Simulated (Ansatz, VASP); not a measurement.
**One calculation of Ge, two programs**

```
Ge
1.0
     0.00000    2.82891    2.82891
     2.82891    0.00000    2.82891
     2.82891    2.82891    0.00000
Ge
2
Direct
  0.75000 0.75000 0.75000
  0.50000 0.50000 0.50000
```

Alike in both runs: task relaxation of cell and atoms; functional PBE-based screened hybrid with a share of 0.25 of exact exchange and HFSCREEN = 0.3; k mesh 4 × 4 × 4; occupations fermi-dirac, width 0.05 eV; no spin polarisation.

|  | VASP | Ansatz |
| --- | --- | --- |
| version | VASP 6.6.1 | Ansatz 0.2.0 |
| potentials or method | VASP PAW PBE potentials, release 64 (Ge_d) | Ansatz PAW |
| plane-wave cutoff (eV) | 600 | 420 |
| valence electrons in the cell | 28 | 28 |

Ansatz gave:

```
gap on the k mesh at the Fermi level, each at its own relaxed structure (eV)  : 0.57
relaxed volume (Å³/atom)                                                      : 23.10
relaxed length of the cell vector where the two differ most in proportion (Å) : 4.028
```

**Question.** What did VASP give for the same quantities?

**Answer.** gap on the k mesh at the Fermi level, each at its own relaxed structure (eV): 0.59; relaxed volume (Å³/atom): 23.10; relaxed length of the cell vector where the two differ most in proportion (Å): 4.028.

VASP's potentials were made for PBE, not for PBE-based screened hybrid.

The k mesh is coarse, so the values compare programs but aren't converged. Noted on Ansatz's run: the plane-wave basis is chosen anew once the cell has moved, so the energies of steps on either side of that aren't comparable.
